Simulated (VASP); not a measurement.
# Sc (Im-3m) in VASP: single point with LDA

Aim: the single point of Sc with LDA.

Program: VASP 6.6.1. These are calculated values, not measurements. Logs are shortened: lines on timing, memory, paths and dates and some standing lists are left out, and cuts for length are marked.

## (1) The cell of the first run

It takes space group Im-3m (No. 229, cubic). The conventional cell has a = 3.573 Å, b = 3.573 Å, c = 3.573 Å, α = 90.00°, β = 90.00°, γ = 90.00°. Sc (site symmetry m-3m) has 14 Sc at 3.09 to 3.57 Å within 4.1 Å.

## (2) Single point, LDA

Input file INCAR:

```
SYSTEM = Sc
ALGO = Normal
EDIFF = 1E-6
ENCUT = 520
ISIF = 2
ISMEAR = -1
LASPH = .TRUE.
LCHARG = .FALSE.
LREAL = .FALSE.
LWAVE = .FALSE.
NBANDS = 12
NELM = 100
PREC = Accurate
SIGMA = 0.13605693000000002
```

Input file KPOINTS:

```
k-points
0
G
  13 13 13
  0 0 0
```

Input file POSCAR:

```
Sc
1.0
   -1.7866554277      1.7866554277      1.7866554277
    1.7866554277     -1.7866554277      1.7866554277
    1.7866554277      1.7866554277     -1.7866554277
Sc
1
Direct
    0.0000000000      0.0000000000      0.0000000000
```

Potentials or basis: VASP PAW LDA potentials, release 64 (Sc_sv).

On the command line:

```bash
cat potpaw_LDA.64/Sc_sv/POTCAR > POTCAR
mpirun -np 1 vasp_std > vasp.out
```

OUTCAR:

```text
SYSTEM = Sc
   EDIFF = 1E-6
   ENCUT = 520
   ISIF = 2
   ISMEAR = -1
   LASPH = .TRUE.
   LREAL = .FALSE.
   NELM = 100
   PREC = Accurate

 ion  position               nearest neighbor table
   1  0.000  0.000  0.000-

  LATTYP: Found a body centered cubic cell.
 ALAT       =     3.5733108554

  Lattice vectors:

 A1 = (  -1.7866554277,   1.7866554277,   1.7866554277)
 A2 = (   1.7866554277,  -1.7866554277,   1.7866554277)
 A3 = (   1.7866554277,   1.7866554277,  -1.7866554277)

Analysis of symmetry for initial positions (statically):
=====================================================================
 Subroutine PRICEL returns:
 Original cell was already a primitive cell.

 Routine SETGRP: Setting up the symmetry group for a
 body centered cubic supercell.

 Subroutine GETGRP returns: Found 48 space group operations
 (whereof 48 operations were pure point group operations)
 out of a pool of 48 trial point group operations.

The static configuration has the point symmetry O_h .

Analysis of symmetry for dynamics (positions and initial velocities):
=====================================================================
 Subroutine PRICEL returns:
 Original cell was already a primitive cell.

 Routine SETGRP: Setting up the symmetry group for a
 body centered cubic supercell.

 Subroutine GETGRP returns: Found 48 space group operations
 (whereof 48 operations were pure point group operations)
 out of a pool of 48 trial point group operations.

The dynamic configuration has the point symmetry O_h .

 Subroutine INISYM returns: Found 48 space group operations
 (whereof 48 operations are pure point group operations),
 and found     1 'primitive' translations

----------------------------------------------------------------------------------------

                                     Primitive cell

  volume of cell :      22.8130

  direct lattice vectors                    reciprocal lattice vectors
    -1.786655428  1.786655428  1.786655428     0.000000000  0.279852507  0.279852507
     1.786655428 -1.786655428  1.786655428     0.279852507  0.000000000  0.279852507
     1.786655428  1.786655428 -1.786655428     0.279852507  0.279852507  0.000000000

  length of vectors
     3.094577976  3.094577976  3.094577976     0.395771210  0.395771210  0.395771210

  position of ions in fractional coordinates (direct lattice)
     0.000000000  0.000000000  0.000000000

  ion indices of the primitive-cell ions
   primitive index   ion index
                 1           1

[... 76 lines left out ...]
   NFREE  =      0    steps in history (QN), initial steepest desc. (CG)
   ISIF   =      2    stress and relaxation
   ISYM   =      2    0-nonsym 1-usesym 2-fastsym
   POTIM  = 0.5000    time-step for ionic-motion
   TEBEG  =    0.0;   TEEND  =   0.0 temperature during run
   PSTRESS=    0.0 pullay stress
   NELECT =      11.0000    total number of electrons
   NUPDOWN=      -1.0000    fix difference up-down
   EMIN   =  10.00;   EMAX   =-10.00  energy-range for DOS
   EFERMI =   0.00;   METHOD = LEGACY
   ISMEAR =    -1;   SIGMA  =   0.14  broadening in eV -4-tet -1-fermi 0-gaus
   EFERMI_NEDOS =   21; number of points for ismear=-14 and -15
   IALGO  =     38    algorithm
   IMIX   =      4    mixing-type and parameters
     AMIX     =   0.40;   BMIX     =  1.00
     AMIX_MAG =   1.60;   BMIX_MAG =  1.00
  volume/ion in A,a.u.               =      22.81       153.95
  Fermi-wavevector in a.u.,A,eV,Ry     =   1.283744  2.425923 22.422366  1.647997
  Thomas-Fermi vector in A             =   2.415978
   LORBIT       =      0    0 simple, 1 ext, 2 COOP (PROOUT), +10 PAW based schemes
   GGA     = CA    functional components
   LHFCALC =     F    Hartree Fock is set to
   AEXX    =    0.0000 exact exchange contribution
   IVDW    =     0    specifies the selected vdW correction
   LEPSILON=     F    determine dielectric tensor
   LRPA    =     F    only Hartree local field effects (RPA)
 non-spin polarized calculation
  energy-cutoff  :      520.00
  volume of cell :       22.81
 maximum number of plane-waves:       631
   NGX = 11   NGY = 11   NGZ = 11

 number of electron      10.9999998 magnetization

 Free energy of the ion-electron system (eV)
  ---------------------------------------------------
  ext. energy  EPLUGINS =         0.00000000
  ---------------------------------------------------
  free energy    TOTEN  =        -6.67627805 eV

  energy without entropy =       -6.54060472  energy(sigma->0) =       -6.60844139

 E-fermi :   4.0328     XC(G=0): -10.4682

 val. band max:        3.9969182938   @ k =   0.2308   0.1538   0.1538
 cond. band min:       4.0365381265   @ k =   0.3846   0.1538   0.0769
 fundamental gap:      0.0396198327
 Fermi energy:         4.0328274982

 k-point     1 :       0.0000    0.0000    0.0000
  band No.  band energies     occupation
      1     -44.7116      2.00000
      2     -23.4016      2.00000
      3     -23.4016      2.00000
      4     -23.4016      2.00000
      5      -1.2869      2.00000
      6       5.5387      0.00003
      7       5.5387      0.00003
      8       5.5387      0.00003
      9       7.1370      0.00000
     10       7.1370      0.00000
     11      18.7407      0.00000
     12      18.7407      0.00000
[... 331 lines left out ...]
 k-point    24 :       0.2308    0.0769    0.0769
  band No.  band energies     occupation
      1     -44.6436      2.00000
      2     -23.7788      2.00000
      3     -23.5148      2.00000
      4     -23.4298      2.00000
      5       1.2778      2.00000
      6       4.4372      0.09739
      7       4.4664      0.07931
      8       7.0412      0.00000
      9       7.3130      0.00000
     10       7.7939      0.00000
     11      14.4972      0.00000
     12      16.0192      0.00000

 [... further k-points ...]
[... 5 lines left out ...]
  --------------------------------------------------------------------------------------
  -------------------------------------------------------------------------------------
  Total        0.0150521      0.0150521      0.0150521      0.0000000     -0.0000000      0.0000000
  in kB        1.0571256      1.0571256      1.0571256      0.0000000     -0.0000000      0.0000000
  external PRESSURE =       1.0571256 kB  Pullay stress =       0.0000000 kB

 VOLUME and BASIS-vectors are now :
 -----------------------------------------------------------------------------
  energy-cutoff  :      520.00
  volume of cell :       22.81
      direct lattice vectors                 reciprocal lattice vectors
    -1.786655428  1.786655428  1.786655428     0.000000000  0.279852507  0.279852507
     1.786655428 -1.786655428  1.786655428     0.279852507  0.000000000  0.279852507
     1.786655428  1.786655428 -1.786655428     0.279852507  0.279852507  0.000000000

 POSITION                                       TOTAL-FORCE (eV/Angst)
 -----------------------------------------------------------------------------------
      0.00000      0.00000      0.00000        -0.000000      0.000000     -0.000000
 -----------------------------------------------------------------------------------
    total drift:                                0.000000      0.000000      0.000000

  FREE ENERGIE OF THE ION-ELECTRON SYSTEM (eV)
  ---------------------------------------------------
  free  energy   TOTEN  =        -6.6762780474 eV

  energy  without entropy=       -6.5406047230  energy(sigma->0) =       -6.60844139
```

OSZICAR:

```text
N       E                     dE             d eps       ncg     rms          rms(c)
DAV:   1     0.716596350130E+02    0.71660E+02   -0.50589E+03  2032   0.923E+02
DAV:   2    -0.586904519231E+01   -0.77529E+02   -0.75765E+02  2020   0.289E+02
DAV:   3    -0.734941388786E+01   -0.14804E+01   -0.14511E+01  2836   0.551E+01
DAV:   4    -0.736609581583E+01   -0.16682E-01   -0.16661E-01  2640   0.416E+00
DAV:   5    -0.736627580107E+01   -0.17999E-03   -0.17998E-03  2636   0.355E-01    0.569E+00
DAV:   6    -0.676119951439E+01    0.60508E+00   -0.87374E-01  3076   0.143E+01    0.165E+00
DAV:   7    -0.668308554968E+01    0.78114E-01   -0.15137E-01  3172   0.546E+00    0.514E-01
DAV:   8    -0.667667100648E+01    0.64145E-02   -0.13117E-02  2100   0.176E+00    0.158E-01
DAV:   9    -0.667627486863E+01    0.39614E-03   -0.14514E-03  3036   0.600E-01    0.216E-02
DAV:  10    -0.667627889890E+01   -0.40303E-05   -0.49786E-05  3100   0.953E-02    0.617E-03
DAV:  11    -0.667627804744E+01    0.85146E-06   -0.22329E-06  2812   0.222E-02
   1 F= -.66762780E+01 E0= -.66084414E+01  d E =-.135673E+00
```

It took 9.1 s on 1 thread of Intel Xeon Platinum 8488C (Sapphire Rapids), shared host; peak memory 0.13 GiB.

Results:

```yaml
Free_energy: -6.6763 eV
Pressure: 0.1 GPa
```

Levels at points of the mesh, in eV from the Fermi level:
| k point | band 3 | band 4 | band 5 | band 6 | band 7 | band 8 |
| --- | --- | --- | --- | --- | --- | --- |
| (0.00, 0.00, 0.00) | -27.43 | -27.43 | -5.32 | 1.51 | 1.51 | 1.51 |
